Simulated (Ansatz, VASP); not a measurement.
## Li2TaO3 in VASP and in Ansatz

INCAR

```
SYSTEM = Li2TaO3
  PREC = Accurate
  ENCUT = 520
  EDIFF = 1E-6
  ISMEAR = 0
  SIGMA = 0.1
  LREAL = .FALSE.
  LASPH = .TRUE.
  NELM = 150
  ALGO = Normal
  ISIF = 2
  LWAVE = .FALSE.
  LCHARG = .FALSE.
  ISPIN = 2
  MAGMOM = 0 0 1 0 0 0
  LORBIT = 11
  LMAXMIX = 4
  GGA = PE
  NBANDS = 30
```

Contents of KPOINTS:

```
Automatic mesh
0
G
  6 6 6
  0 0 0
```

POSCAR

```
Li2TaO3
1.0
    0.0000000000      2.1872132814      6.1838314864
    2.1504010343      0.0000000000      6.1838314864
    2.1504010343      2.1872132814      0.0000000000
Li Ta O
2 1 3
Direct
    0.3150096325      0.3150096325      0.6849903675
    0.6849903675      0.6849903675      0.3150096325
    0.0000000000      0.0000000000      0.0000000000
    0.5000000000      0.5000000000      0.5000000000
    0.8439688608      0.8439688608      0.1560311392
    0.1560311392      0.1560311392      0.8439688608
```

Input for Ansatz:

```yaml
crystal:
  lattice:
    - [0.0, 2.1872132814, 6.1838314864]
    - [2.1504010343, 0.0, 6.1838314864]
    - [2.1504010343, 2.1872132814, 0.0]
  atoms:
    - { symbol: Li, position: [0.3150096325, 0.3150096325, 0.6849903675] }
    - { symbol: Li, position: [0.6849903675, 0.6849903675, 0.3150096325] }
    - { symbol: Ta, position: [0.0, 0.0, 0.0], spin: 1.0 }
    - { symbol: O, position: [0.5, 0.5, 0.5] }
    - { symbol: O, position: [0.8439688608, 0.8439688608, 0.1560311392] }
    - { symbol: O, position: [0.1560311392, 0.1560311392, 0.8439688608] }
basis:
  ecutwfc: 420
kpoints:
  mp_grid: { grid: [6, 6, 6] }
hamiltonian:
  xc: pbe
scf:
  occupations: { method: gaussian, width: 0.1 }
  lower_state_search: "off"
output:
  forces: true
  stress: true
  eigenvalues: true
  populations: true
magnetization:
  spin_polarized: true
```

Change from the starting cell: species swapped into the MgFe2O3 type (Fmmm, No. 69).

Alike in both runs: task single point; functional PBE; k mesh 6 × 6 × 6; occupations gaussian, width 0.1 eV; collinear spin.

```csv
,VASP,Ansatz
version,VASP 6.6.1,Ansatz 0.2.0
potentials or method,"VASP PAW PBE potentials, release 64 (Li_sv, Ta_pv, O), cutoff 520 eV","scalar-relativistic, plane waves, PAW"
valence electrons in the cell,35,37
```

|  | VASP | Ansatz | Ansatz less VASP |
| --- | --- | --- | --- |
| gap on the k mesh at the Fermi level (eV) | none | none | - |
| rms of the force components (eV/Å) | 0.041 | 0.004 | -0.0370 |
| net moment per atom (μB) | 0.02 | 0.02 | +0.001 |
| size of the moment on the site where the two differ most (μB) | 0.08 | 0.04 | -0.039 |

Site moments also hang on the region over which each program counts them. Atom by atom the forces differ by 0.037 eV/Å (rms over components). A gap of «none» marks a metal or a gap that the smearing closes. VASP's potentials hold 35 valence electrons a cell and Ansatz's 37, so a difference there can come from the potentials and not from the codes.

Neither program's run includes spin-orbit coupling. Noted on VASP's run: the cutoff is short for stress, so the pressure is rough.
